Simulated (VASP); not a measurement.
Write the native input for VASP 6.6.1 that does the following.

```yaml
Task: single point
Functional: PBE
Potentials_or_basis: VASP PAW PBE potentials, release 64 (Al, N)
Cutoff: 600 eV
k_mesh: 10 × 10 × 10
Occupations: gaussian, width 0.02 eV
Spin: no spin polarisation
Dipole_correction: no
Further_INCAR_settings: ALGO = Normal; EDIFF = 1e-06; NBANDS = 11
```

The structure of AlN lies in POSCAR:

```
AlN
1.0
    0.0000000000      2.1793473257      2.1793473257
    2.1793473257      0.0000000000      2.1793473257
    2.1793473257      2.1793473257      0.0000000000
Al N
1 1
Direct
    0.0000000000      0.0000000000      0.0000000000
    0.7500000000      0.7500000000      0.7500000000
```

These files were run (other wordings do the same):

INCAR

```
ALGO = Normal ; EDIFF = 1E-6
ENCUT = 600 ; GGA = PE
GGA_COMPAT = F ; ISIF = 2
ISMEAR = 0 ; LASPH = T
LCHARG = F ; LREAL = F
LWAVE = F ; NBANDS = 11
NELM = 120 ; PREC = Accurate
SIGMA = 0.02
```

KPOINTS

```
k-points
0
Gamma
  10 10 10
```

Potentials or basis: VASP PAW PBE potentials, release 64 (Al, N).

The run is started by

```sh
$ cat potpaw_PBE.64/Al/POTCAR potpaw_PBE.64/N/POTCAR > POTCAR
$ mpirun -np 1 vasp_std > vasp.out
```

It gave:

```
Pressure               : 5.8 GPa
Band gap on the k mesh : 3.32 eV (least direct gap 4.25 eV)
```

Caveat: the cell stands under pressure.

It took 19 s on 1 thread of Intel(R) Xeon(R) Platinum 8259CL CPU @ 2.50GHz (Skylake/Cascade Lake) (shared host), peak memory 0.15 GiB.
